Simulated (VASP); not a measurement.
CdS: single point with BLYP+D3(BJ)

Crystal: CdS.

```
CELL_PARAMETERS angstrom
0.00000 2.93215 2.93215
2.93215 0.00000 2.93215
2.93215 2.93215 0.00000
ATOMIC_POSITIONS crystal
Cd 0.00000 0.00000 0.00000
S 0.75000 0.75000 0.75000
```

```
Program             : VASP 6.6.1
Task                : single point
Functional          : BLYP
Dispersion          : D3(BJ)
Potentials or basis : VASP PAW PBE potentials, release 64 (Cd, S)
Cutoff              : 520 eV
k mesh              : 8 × 8 × 8
Occupations         : fermi-dirac, width 0.05 eV
Spin                : non-collinear spin, typed start, spin-orbit coupling
Starting moments    : [[0.354, 0.354, 0.0], [0.0, 0.0, 0.0]] μB
```

| Property | Result |
| --- | --- |
| Pressure | 0.4 GPa |
| Net moment | 0.00 μB per cell |
| Valence electrons inside the program's atomic spheres | Cd 10.32; S 3.75 |
| Dispersion energy per atom | -0.660 eV |

Moments on the atoms (μB; x, y, z):
```
Cd  0.00 0.00 0.00
S   0.00 0.00 0.00
```

Wall time 5.4 min on 1 thread of Intel(R) Xeon(R) 6975P-C (Granite Rapids), with other jobs on the host, peak memory 0.75 GiB.

Caveat: the PAW data sets were made with another functional, which shifts forces and pressure a little.
